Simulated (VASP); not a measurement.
A run of VASP 6.6.1 is set up as follows.

INCAR

```
PREC     = Accurate       # precision mode
ENCUT    = 520            # plane-wave cutoff, eV
EDIFF    = 1E-6           # SCF threshold, eV
ISMEAR   = -1             # smearing method
SIGMA    = 0.05           # smearing width, eV
LREAL    = False          # projectors in reciprocal space
LASPH    = True           # aspherical terms in the spheres
NELM     = 100            # most SCF steps
ALGO     = Normal         # electronic algorithm
ISIF     = 2              # what is computed and relaxed
LWAVE    = False          # write WAVECAR
LCHARG   = False          # write CHGCAR
GGA      = PS             # functional
NBANDS   = 16             # bands
```

KPOINTS

```
regular mesh
0
Gamma
  13 13 13
```

POSCAR

```
CdTe
1.0
    0.0000000000      2.5847052047      2.5847052047
    2.5847052047      0.0000000000      2.5847052047
    2.5847052047      2.5847052047      0.0000000000
Cd Te
1 1
Direct
    0.0000000000      0.0000000000      0.0000000000
    0.5000000000      0.5000000000      0.5000000000
```

Potentials or basis: VASP PAW PBE potentials, release 64 (Cd, Te).

The run is started by

```bash
$ cat potpaw_PBE.64/Cd/POTCAR potpaw_PBE.64/Te/POTCAR > POTCAR
$ mpirun -np 1 vasp_std > vasp.out
```

Q: Estimate the band gap on the k mesh.

A: Zero (band 9 reaches 10.96 eV, above the bottom of band 10 at 8.95 eV).

Q: What does it give for the pressure?

A: 76.6 GPa.

Caveat: the PAW data sets were made with another functional, which shifts forces and pressure a little; spin-orbit coupling is left out, which moves the levels of the heavy elements.
